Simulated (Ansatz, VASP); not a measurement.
# BeTe3 in VASP and in Ansatz

```
Be Te
1.0
     5.70854    0.00000    0.00000
     0.00000    5.70854    0.00000
     0.00000    0.00000    8.28793
Be Te
2 6
Direct
  0.00000 0.00000 0.00000
  0.50000 0.50000 0.00000
  0.72582 0.77418 0.83368
  0.27418 0.22582 0.83368
  0.77418 0.27418 0.16632
  0.22582 0.72582 0.16632
  0.50000 0.00000 0.36996
  0.00000 0.50000 0.63004
```

Alike in both runs: task single point; functional PBE; k mesh 4 × 4 × 4; occupations gaussian, width 0.2 eV; no spin polarisation.

```csv
,VASP,Ansatz
version,VASP 6.6.1,Ansatz 0.2.0
potentials or method,"VASP PAW PBE potentials, release 64 (Be, Te), cutoff 520 eV","scalar-relativistic, plane waves, PAW"
valence electrons in the cell,40,100
```

Ansatz gave:

```
gap on the k mesh at the Fermi level (eV) : 0.17
least direct gap on the mesh (eV)         : 0.27
pressure (GPa)                            : 0.0
rms of the force components (eV/Å)        : 0.002
```

Which values does VASP return?

gap on the k mesh at the Fermi level (eV): 0.16; least direct gap on the mesh (eV): 0.26; pressure (GPa): 0.1; rms of the force components (eV/Å): 0.007.

Atom by atom the forces differ by 0.007 eV/Å (rms over components). VASP's potentials hold 40 valence electrons a cell and Ansatz's 100, so a difference there can come from the potentials and not from the codes.

Spin-orbit coupling is off throughout.
